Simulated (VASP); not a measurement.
# SiC: single point with r2SCAN

The system is SiC.

```
CELL_PARAMETERS angstrom
3.07536 0.00000 0.00000
-1.53768 2.66334 0.00000
0.00000 0.00000 5.04811
ATOMIC_POSITIONS crystal
Si 0.33333 0.66667 0.49959
Si 0.66667 0.33333 0.99959
C 0.33333 0.66667 0.87541
C 0.66667 0.33333 0.37541
```

```yaml
Program: VASP 6.6.1
Task: single point
Functional: r2SCAN
Potentials_or_basis: VASP PAW PBE potentials, release 64 (Si, C)
Cutoff: 520 eV
k_mesh: 6 × 6 × 4
Occupations: gaussian, width 0.01 eV
Spin: no spin polarisation
Dipole_correction: no
Further_INCAR_settings: ALGO = Normal; EDIFF = 1e-07; NBANDS = 16
```

```yaml
Pressure: -0.2 GPa
Largest_force: 0.006 eV/Å
Band_gap_on_the_k_mesh: 2.66 eV, indirect (least direct gap 4.48 eV)
```

Forces on the atoms (eV/Å):
```
Si   0.000  0.000 -0.006
Si   0.000  0.000 -0.006
C    0.000  0.000  0.006
C    0.000  0.000  0.006
```

Stress tensor (GPa, compression positive):
```
-0.15  0.00  0.00
 0.00 -0.15  0.00
 0.00  0.00 -0.26
```

Levels at points of the mesh, in eV from the valence-band top:
| k point | band 5 | band 6 | band 7 | band 8 | band 9 | band 10 | band 11 | band 12 |
| --- | --- | --- | --- | --- | --- | --- | --- | --- |
| (0.00, 0.00, 0.00) | -1.39 | -0.11 | 0.00 | 0.00 | 5.38 | 6.78 | 7.19 | 7.19 |
| (0.50, 0.00, 0.00) | -5.62 | -3.48 | -3.36 | -1.26 | 3.23 | 4.66 | 7.47 | 7.64 |
| (0.00, 0.00, 0.50) | -0.75 | -0.75 | -0.75 | -0.75 | 6.50 | 6.50 | 7.89 | 7.89 |
| (0.50, 0.00, 0.50) | -2.56 | -2.56 | -2.44 | -2.44 | 3.72 | 3.72 | 5.79 | 5.79 |

Wall time 52 s on 1 thread of Intel Xeon 6975P-C, on a shared host, peak memory 0.16 GiB.

Caveat: the PAW data sets were made with another functional, which shifts forces and pressure a little. A k mesh can miss the band edges.
